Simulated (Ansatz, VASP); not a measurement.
Two plane-wave programs on Nb2PdSe4

```
CELL_PARAMETERS angstrom
6.86653 -1.76729 -0.28643
6.86653 1.76729 -0.28643
-2.56226 0.00000 5.94439
ATOMIC_POSITIONS crystal
Nb 0.74710 0.74710 0.68715
Nb 0.25290 0.25290 0.31285
Pd 0.00000 0.00000 0.00000
Se 0.10449 0.10449 0.45854
Se 0.89551 0.89551 0.54146
Se 0.35773 0.35773 0.02072
Se 0.64227 0.64227 0.97928
```

Alike in both runs: functional PBE; k mesh 4 × 4 × 2; occupations gaussian, width 0.15 eV; no spin polarisation.

Ansatz relaxed the structure, and its values are those at the end. VASP's run is a single point on that final structure, the one shown.

|  | VASP | Ansatz |
| --- | --- | --- |
| version | VASP 6.6.1 | Ansatz 0.2.0 |
| potentials or method | VASP PAW PBE potentials, release 64 (Nb_sv, Pd, Se), cutoff 520 eV | scalar-relativistic, plane waves, PAW |
| valence electrons in the cell | 60 | 108 |

|  | VASP | Ansatz | Ansatz less VASP |
| --- | --- | --- | --- |
| gap on the k mesh at the Fermi level (eV) | none | none | - |
| pressure (GPa) | -0.2 | -0.2 | +0.05 |
| rms of the force components (eV/Å) | 0.025 | 0.024 | -0.0006 |

A gap of «none» marks a metal or a gap that the smearing closes. VASP's potentials hold 60 valence electrons a cell and Ansatz's 108, so a difference there can come from the potentials and not from the codes.

The k mesh is coarse, so the values compare programs but aren't converged.
